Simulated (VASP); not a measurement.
# Cs in VASP: single point with PBEsol

Aim: the single point of Cs with PBEsol.

All numbers are computed with VASP 6.6.1; they aren't measurements. Logs are shortened: lines on timing, memory, paths and dates and some standing lists are left out, and cuts for length are marked.

## (1) The cell of the first run

The cell holds a slab with vacuum, 7 atoms: a = 8.549 Å, b = 8.549 Å, c = 30.470 Å, α = 90.00°, β = 90.00°, γ = 120.00°.

## (2) Single point, PBEsol

File INCAR:

```
  ALGO = Normal
  DIPOL = 0.5 0.5 0.500
  EDIFF = 1E-6
  ENCUT = 520
  GGA = PS
  IDIPOL = 3
  ISIF = 2
  ISMEAR = -1
  LASPH = True
  LCHARG = False
  LDIPOL = True
  LREAL = False
  LWAVE = False
  NBANDS = 40
  NELM = 100
  PREC = Accurate
  SIGMA = 0.1
```

File KPOINTS:

```
k-points
0
Gamma
  6 6 1
```

File POSCAR:

```
Cs
1.0
    8.5489140040      0.0000000000      0.0000000000
   -4.2744570020      7.4035767022      0.0000000000
    0.0000000000      0.0000000000     30.4702000000
Cs
7
Direct
    0.0000000000      0.0000000000      0.3327666435
    0.3333333333      0.6666666667      0.3941800805
    0.6666666667      0.3333333333      0.4341876842
    0.0000000000      0.0000000000      0.5000005553
    0.3333333333      0.6666666667      0.5658121736
    0.6666666667      0.3333333333      0.6058198744
    0.0000000000      0.0000000000      0.6672329881
```

Potentials or basis: VASP PAW PBE potentials, release 64 (Cs_sv).

Started as:

```bash
> cat potpaw_PBE.64/Cs_sv/POTCAR > POTCAR
> mpirun -np 1 vasp_std > vasp.out
```

OUTCAR:

```text
EDIFF = 1E-6
   ENCUT = 520
   GGA = PS
   ISIF = 2
   ISMEAR = -1
   LASPH = True
   LREAL = False
   NELM = 100
   PREC = Accurate

 ion  position               nearest neighbor table
   1  0.000  0.000  0.333-
   2  0.333  0.667  0.394-
   3  0.667  0.333  0.434-
   4  0.000  0.000  0.500-
   5  0.333  0.667  0.566-
   6  0.667  0.333  0.606-
   7  0.000  0.000  0.667-

  LATTYP: Found a hexagonal cell.
 ALAT       =     8.5489140040
 C/A-ratio  =     3.5642187985

  Lattice vectors:

 A1 = (   8.5489140040,   0.0000000000,   0.0000000000)
 A2 = (  -4.2744570020,   7.4035767022,   0.0000000000)
 A3 = (   0.0000000000,   0.0000000000,  30.4702000000)

Analysis of symmetry for initial positions (statically):
=====================================================================
 Subroutine PRICEL returns:
 Original cell was already a primitive cell.

 Routine SETGRP: Setting up the symmetry group for a
 hexagonal supercell.

 Subroutine GETGRP returns: Found 12 space group operations
 (whereof 12 operations were pure point group operations)
 out of a pool of 24 trial point group operations.

The static configuration has the point symmetry D_3d.

Analysis of symmetry for dynamics (positions and initial velocities):
=====================================================================
 Subroutine PRICEL returns:
 Original cell was already a primitive cell.

 Routine SETGRP: Setting up the symmetry group for a
 hexagonal supercell.

 Subroutine GETGRP returns: Found 12 space group operations
 (whereof 12 operations were pure point group operations)
 out of a pool of 24 trial point group operations.

The dynamic configuration has the point symmetry D_3d.

 Subroutine INISYM returns: Found 12 space group operations
 (whereof 12 operations are pure point group operations),
 and found     1 'primitive' translations

----------------------------------------------------------------------------------------

                                     Primitive cell

  volume of cell :    1928.5364

  direct lattice vectors                    reciprocal lattice vectors
     8.548914004  0.000000000  0.000000000     0.116973922  0.067534925  0.000000000
    -4.274457002  7.403576702  0.000000000     0.000000000  0.135069851  0.000000000
     0.000000000  0.000000000 30.470200000     0.000000000  0.000000000  0.032818951

  length of vectors
     8.548914004  8.548914004 30.470200000     0.135069851  0.135069851  0.032818951

  position of ions in fractional coordinates (direct lattice)
     0.000000000  0.000000000  0.332766644
     0.333333333  0.666666667  0.394180081
     0.666666667  0.333333333  0.434187684
     0.000000000  0.000000000  0.500000555
     0.333333333  0.666666667  0.565812174
     0.666666667  0.333333333  0.605819874
     0.000000000  0.000000000  0.667232988

  ion indices of the primitive-cell ions
   primitive index   ion index
                 1           1
                 2           2
                 3           3
                 4           4
                 5           5
                 6           6
                 7           7

----------------------------------------------------------------------------------------

 KPOINTS: k-points

Automatic generation of k-mesh.
 Grid dimensions read from file:
 generate k-points for:    6    6    1

 Generating k-lattice:

  Cartesian coordinates                     Fractional coordinates (reciprocal lattice)
     0.019495654  0.011255821  0.000000000     0.166666667  0.000000000  0.000000000
     0.000000000  0.022511642  0.000000000     0.000000000  0.166666667  0.000000000
     0.000000000  0.000000000  0.032818951     0.000000000  0.000000000  1.000000000

  Length of vectors
     0.022511642  0.022511642  0.032818951

  Shift w.r.t. Gamma in fractional coordinates (k-lattice)
     0.000000000  0.000000000  0.000000000

 Subroutine IBZKPT returns following result:
 ===========================================

 Found      7 irreducible k-points:

 Following reciprocal coordinates:
            Coordinates               Weight
  0.000000  0.000000  0.000000      1.000000
  0.166667  0.000000  0.000000      6.000000
  0.333333  0.000000  0.000000      6.000000
  0.500000  0.000000  0.000000      3.000000
  0.166667  0.166667  0.000000      6.000000
  0.333333  0.166667  0.000000     12.000000
  0.333333  0.333333  0.000000      2.000000
   k-points           NKPTS =      7   k-points in BZ     NKDIM =      7   number of bands    NBANDS=     40
   number of dos      NEDOS =    301   number of ions     NIONS =      7
   total plane-waves  NPLWV = 983040
   dimension x,y,z NGX =    64 NGY =   64 NGZ =  240
   dimension x,y,z NGXF=   128 NGYF=  128 NGZF=  480
   ions per type =               7
   NGX,Y,Z   is equivalent  to a cutoff of  12.45, 12.45, 13.09 a.u.
   NGXF,Y,Z  is equivalent  to a cutoff of  24.89, 24.89, 26.19 a.u.
 SYSTEM =  unknown system
   PREC   = accura    normal or accurate (medium, high low for compatibility)
   ISTART =      0    job   : 0-new  1-cont  2-samecut
   ICHARG =      2    charge: 1-file 2-atom 10-const
   ISPIN  =      1    spin polarized calculation?
   LNONCOLLINEAR =      F non collinear calculations
   LSORBIT =      F    spin-orbit coupling
   LASPH  =      T    aspherical Exc in radial PAW
   ENCUT  =  520.0 eV  38.22 Ry    6.18 a.u.  15.90 15.90 56.65*2*pi/ulx,y,z
   NELM   =    100;   NELMIN=  2; NELMDL= -5     # of ELM steps
   EDIFF  = 0.1E-05   stopping-criterion for ELM
   LREAL  =      F    real-space projection
   EDIFFG = 0.1E-04   stopping-criterion for IOM
   NSW    =      0    number of steps for IOM
   IBRION =     -1    ionic relax: 0-MD 1-quasi-New 2-CG
   NFREE  =      0    steps in history (QN), initial steepest desc. (CG)
   ISIF   =      2    stress and relaxation
   ISYM   =      2    0-nonsym 1-usesym 2-fastsym
   POTIM  = 0.5000    time-step for ionic-motion
   TEBEG  =    0.0;   TEEND  =   0.0 temperature during run
   PSTRESS=    0.0 pullay stress
   NELECT =      63.0000    total number of electrons
   NUPDOWN=      -1.0000    fix difference up-down
   EMIN   =  10.00;   EMAX   =-10.00  energy-range for DOS
   EFERMI =   0.00;   METHOD = LEGACY
   ISMEAR =    -1;   SIGMA  =   0.10  broadening in eV -4-tet -1-fermi 0-gaus
   EFERMI_NEDOS =   21; number of points for ismear=-14 and -15
   IALGO  =     38    algorithm
   IMIX   =      4    mixing-type and parameters
     AMIX     =   0.40;   BMIX     =  1.00
     AMIX_MAG =   1.60;   BMIX_MAG =  1.00
  volume/ion in A,a.u.               =     275.51      1859.20
  Fermi-wavevector in a.u.,A,eV,Ry     =   0.523334  0.988958  3.726345  0.273879
  Thomas-Fermi vector in A             =   1.542565
   LORBIT       =      0    0 simple, 1 ext, 2 COOP (PROOUT), +10 PAW based schemes
   GGA     = PS    functional components
   LHFCALC =     F    Hartree Fock is set to
   AEXX    =    0.0000 exact exchange contribution
   IVDW    =     0    specifies the selected vdW correction
   LEPSILON=     F    determine dielectric tensor
   LRPA    =     F    only Hartree local field effects (RPA)
 non-spin polarized calculation
  energy-cutoff  :      520.00
  volume of cell :     1928.54
 maximum number of plane-waves:     52014
 NGX is ok and might be reduce to    64
   NGX = 31   NGY = 31   NGZ =113

 dipolmoment           0.000000      0.000000     -0.000000 electrons x Angstroem

 number of electron      63.0000000 magnetization

 dipolmoment           0.000000      0.000000      0.000000 electrons x Angstroem

 Free energy of the ion-electron system (eV)
  ---------------------------------------------------
  ext. energy  EPLUGINS =         0.00000000
  ---------------------------------------------------
  free energy    TOTEN  =        -5.99610549 eV

  energy without entropy =       -5.68277304  energy(sigma->0) =       -5.83943927

 E-fermi :  -0.9662     XC(G=0):  -2.7092

 val. band max:       -0.9720388597   @ k =   0.1667   0.1667   0.0000
 cond. band min:      -0.9478135374   @ k =   0.3333   0.3333   0.0000
 fundamental gap:      0.0242253223
 Fermi energy:        -0.9662340341

 k-point     1 :       0.0000    0.0000    0.0000
  band No.  band energies     occupation
      1     -25.1868      2.00000
      2     -25.1866      2.00000
      3     -24.9023      2.00000
      4     -24.9020      2.00000
      5     -24.8155      2.00000
      6     -24.8152      2.00000
[... 32 lines left out ...]
     39       0.0133      0.00011
     40       0.2088      0.00002

 k-point     2 :       0.1667    0.0000    0.0000
  band No.  band energies     occupation
      1     -25.1868      2.00000
      2     -25.1866      2.00000
      3     -24.9023      2.00000
      4     -24.9020      2.00000
      5     -24.8155      2.00000
      6     -24.8152      2.00000
[... 32 lines left out ...]
     39       0.0506      0.00008
     40       0.0766      0.00006

 k-point     3 :       0.3333    0.0000    0.0000
  band No.  band energies     occupation
      1     -25.1868      2.00000
      2     -25.1865      2.00000
      3     -24.9022      2.00000
      4     -24.9019      2.00000
      5     -24.8156      2.00000
      6     -24.8153      2.00000
[... 32 lines left out ...]
     39      -0.0263      0.00017
     40       0.1600      0.00003

 k-point     4 :       0.5000    0.0000    0.0000
  band No.  band energies     occupation
      1     -25.1868      2.00000
      2     -25.1865      2.00000
      3     -24.9021      2.00000
      4     -24.9019      2.00000
      5     -24.8156      2.00000
      6     -24.8154      2.00000
[... 32 lines left out ...]
     39      -0.0002      0.00013
     40       0.2218      0.00001

 k-point     5 :       0.1667    0.1667    0.0000
  band No.  band energies     occupation
      1     -25.1868      2.00000
      2     -25.1865      2.00000
      3     -24.9022      2.00000
      4     -24.9019      2.00000
      5     -24.8156      2.00000
      6     -24.8153      2.00000
[... 32 lines left out ...]
     39       0.0425      0.00008
     40       0.0913      0.00005

 k-point     6 :       0.3333    0.1667    0.0000
  band No.  band energies     occupation
      1     -25.1868      2.00000
      2     -25.1865      2.00000
      3     -24.9021      2.00000
      4     -24.9019      2.00000
      5     -24.8156      2.00000
      6     -24.8154      2.00000
[... 32 lines left out ...]
     39       0.1110      0.00004
     40       0.1499      0.00003

 k-point     7 :       0.3333    0.3333    0.0000
  band No.  band energies     occupation
      1     -25.1868      2.00000
      2     -25.1865      2.00000
      3     -24.9021      2.00000
      4     -24.9019      2.00000
      5     -24.8156      2.00000
      6     -24.8154      2.00000
[... 32 lines left out ...]
     39       0.0986      0.00005
     40       0.2771      0.00001

------------------------ aborting loop because EDIFF is reached ----------------------------------------

 vacuum level on the upper side and lower side of the slab       (xc-potential included)        -0.130        -0.130

  FORCE on cell =-STRESS in cart. coord.  units (eV):
  Direction    XX          YY          ZZ          XY          YZ          ZX
  --------------------------------------------------------------------------------------
  -------------------------------------------------------------------------------------
  Total       -0.3125864     -0.3125864     -0.0492622      0.0000000      0.0000000     -0.0000000
  in kB       -0.2596886     -0.2596886     -0.0409257      0.0000000      0.0000000     -0.0000000
  external PRESSURE =      -0.1867676 kB  Pullay stress =       0.0000000 kB

 VOLUME and BASIS-vectors are now :
 -----------------------------------------------------------------------------
  energy-cutoff  :      520.00
  volume of cell :     1928.54
      direct lattice vectors                 reciprocal lattice vectors
     8.548914004  0.000000000  0.000000000     0.116973922  0.067534925  0.000000000
    -4.274457002  7.403576702  0.000000000     0.000000000  0.135069851  0.000000000
     0.000000000  0.000000000 30.470200000     0.000000000  0.000000000  0.032818951

 POSITION                                       TOTAL-FORCE (eV/Angst)
 -----------------------------------------------------------------------------------
      0.00000      0.00000     10.13947         0.000000      0.000000      0.000225
     -0.00000      4.93572     12.01075        -0.000000      0.000000      0.000533
      4.27446      2.46786     13.22979         0.000000     -0.000000      0.001351
      0.00000      0.00000     15.23512         0.000000      0.000000      0.000000
     -0.00000      4.93572     17.24041        -0.000000      0.000000     -0.001351
      4.27446      2.46786     18.45945         0.000000     -0.000000     -0.000533
      0.00000      0.00000     20.33072         0.000000      0.000000     -0.000225
 -----------------------------------------------------------------------------------
    total drift:                               -0.000000      0.000000     -0.000259

  FREE ENERGIE OF THE ION-ELECTRON SYSTEM (eV)
  ---------------------------------------------------
  free  energy   TOTEN  =        -5.9961054943 eV

  energy  without entropy=       -5.6827730361  energy(sigma->0) =       -5.83943927

 vacuum level on the upper side and lower side of the slab         0.936         0.936
```

Wall time 28 min (1 thread of Intel Xeon 8259CL, shared host); peak memory 1.8 GiB.

What came out:

```yaml
Free_energy: -5.9961 eV
Band_gap_on_the_k_mesh: zero (an odd number of electrons rules out a gap without spin polarisation)
```

Caveat: the PAW data sets were made with another functional, which shifts forces and pressure a little; spin-orbit coupling is left out, which moves the levels of the heavy elements.

The gap in the log of VASP goes by the Fermi energy; the results here count the filled bands.